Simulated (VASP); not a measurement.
Write the native input for VASP 6.6.1 that does the following.

- Task: single point
- Functional: PBE
- Potentials or basis: VASP PAW PBE potentials, release 64 (Ga_d, N)
- Cutoff: 600 eV
- k mesh: 12 × 12 × 6
- Occupations: gaussian, width 0.01 eV
- Spin: no spin polarisation
- Dipole correction: no
- Further INCAR settings: ALGO = Normal; EDIFF = 1e-06; NBANDS = 26

The structure of GaN lies in POSCAR:

```
GaN
1.0
    3.2186242699      0.0000000000      0.0000000000
   -1.6093121350      2.7874103830      0.0000000000
    0.0000000000      0.0000000000      5.2435492390
Ga N
2 2
Direct
    0.3333333333      0.6666666667     -0.0615000000
    0.6666666667      0.3333333333      0.4385000000
    0.3333333333      0.6666666667      0.4385000000
    0.6666666667      0.3333333333      0.9385000000
```

These files were run (other wordings do the same):

INCAR

```
SYSTEM = GaN
PREC = Accurate ; ENCUT = 600
EDIFF = 1E-6 ; ISMEAR = 0
SIGMA = 0.01 ; LREAL = .FALSE.
LASPH = .TRUE. ; NELM = 120
ALGO = Normal ; ISIF = 2
LWAVE = .FALSE. ; LCHARG = .TRUE.
GGA = PE ; LELF = .TRUE.
LVHAR = .TRUE. ; NBANDS = 26
GGA_COMPAT = .FALSE.
```

KPOINTS

```
regular mesh
0
G
  12 12 6
  0 0 0
```

Potentials or basis: VASP PAW PBE potentials, release 64 (Ga_d, N).

Run with:

```sh
$ cat potpaw_PBE.64/Ga_d/POTCAR potpaw_PBE.64/N/POTCAR > POTCAR
$ mpirun -np 1 vasp_std > vasp.out
```

Results of the run:

The pressure is 8.7 GPa and the band gap on the k mesh is 1.68 eV.

Caveat: the cell stands under pressure.

Run time: 55 s on 1 thread of Intel(R) Xeon(R) 6975P-C (Granite Rapids), on a shared host, peak memory 0.23 GiB.
